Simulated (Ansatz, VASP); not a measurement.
InP in VASP and in Ansatz

The input INCAR:

```
SYSTEM = InP
PREC     = Accurate       ! precision mode
ENCUT    = 520            ! plane-wave cutoff, eV
EDIFF    = 1E-7           ! SCF threshold, eV
ISMEAR   = 0              ! smearing method
SIGMA    = 0.05           ! smearing width, eV
LREAL    = .False.        ! projectors in reciprocal space
LASPH    = .True.         ! aspherical terms in the spheres
NELM     = 60             ! most SCF steps
ALGO     = Normal         ! electronic algorithm
ISIF     = 2              ! what is computed and relaxed
LWAVE    = .False.        ! write WAVECAR
LCHARG   = .True.         ! write CHGCAR
LDIPOL   = .True.       
IDIPOL   = 3            
DIPOL    = 0.5 0.5 0.444
GGA      = PE             ! functional
IVDW     = 12             ! dispersion correction
LELF     = .True.         ! ELF
LVHAR    = .True.       
LVACPOTAV= .True.       
NBANDS   = 66             ! bands
```

The input KPOINTS:

```
regular mesh
0
Gamma
  2 3 1
  0 0 0
```

POSCAR

```
InP
1.0
    8.3347933232      0.0000000000      0.0000000000
    0.0000000000      5.8935888786      0.0000000000
    0.0000000000      0.0000000000     22.7812479852
In P
6 6
Direct
    0.2500000000      0.5000000000      0.3511660118
    0.7500000000      0.5000000000      0.3511660118
    0.5070767398      0.0698900162      0.4521930437
    0.0013541738      0.0431587367      0.4480493015
    0.7301294679      0.5263964482      0.5295898649
    0.2747172402      0.5055136318      0.5169475084
    0.5000000000      0.2500000000      0.3511660118
    0.0000000000      0.2500000000      0.3511660118
    0.7484372986      0.7945402087      0.4422560559
    0.2586734891      0.8030315525      0.4386582364
    0.0042936522      0.3124401772      0.5388240399
    0.4983894026      0.2624942249      0.5554559232
```

Input for Ansatz:

```yaml
crystal:
  lattice:
    - [8.3347933232, 0.0, 0.0]
    - [0.0, 5.8935888786, 0.0]
    - [0.0, 0.0, 22.7812479852]
  atoms:
    - { symbol: In, position: [0.25, 0.5, 0.3511660118] }
    - { symbol: In, position: [0.75, 0.5, 0.3511660118] }
    - { symbol: P, position: [0.5, 0.25, 0.3511660118] }
    - { symbol: P, position: [0.0, 0.25, 0.3511660118] }
    - { symbol: In, position: [0.5070767398, 0.0698900162, 0.4521930437] }
    - { symbol: In, position: [0.0013541738, 0.0431587367, 0.4480493015] }
    - { symbol: P, position: [0.7484372986, 0.7945402087, 0.4422560559] }
    - { symbol: P, position: [0.2586734891, 0.8030315525, 0.4386582364] }
    - { symbol: In, position: [0.7301294679, 0.5263964482, 0.5295898649] }
    - { symbol: In, position: [0.2747172402, 0.5055136318, 0.5169475084] }
    - { symbol: P, position: [0.0042936522, 0.3124401772, 0.5388240399] }
    - { symbol: P, position: [0.4983894026, 0.2624942249, 0.5554559232] }
basis:
  ecutwfc: 420
kpoints:
  mp_grid: { grid: [2, 3, 1] }
hamiltonian:
  xc: pbe
  dispersion: d3bj
scf:
  occupations: { method: gaussian, width: 0.05 }
output:
  forces: true
  eigenvalues: true
  write_density: true
  volumetric_format: npy
efield:
  axis: 3
  dipole_correction: true
  ramp_width: 0.04
```

Alike in both runs: task single point; functional PBE; dispersion D3(BJ); k mesh 2 × 3 × 1; occupations gaussian, width 0.05 eV; no spin polarisation.

|  | VASP | Ansatz |
| --- | --- | --- |
| version | VASP 6.6.1 | Ansatz 0.2.0 |
| potentials or method | VASP PAW PBE potentials, release 64 (In_d, P), cutoff 520 eV | scalar-relativistic, plane waves, PAW |
| valence electrons in the cell | 108 | 108 |

|  | VASP | Ansatz | Ansatz less VASP |
| --- | --- | --- | --- |
| gap on the k mesh at the Fermi level (eV) | 0.39 | 0.40 | +0.007 |
| least direct gap on the mesh (eV) | 0.39 | 0.40 | +0.007 |
| rms of the force components (eV/Å) | 0.527 | 0.525 | -0.0020 |
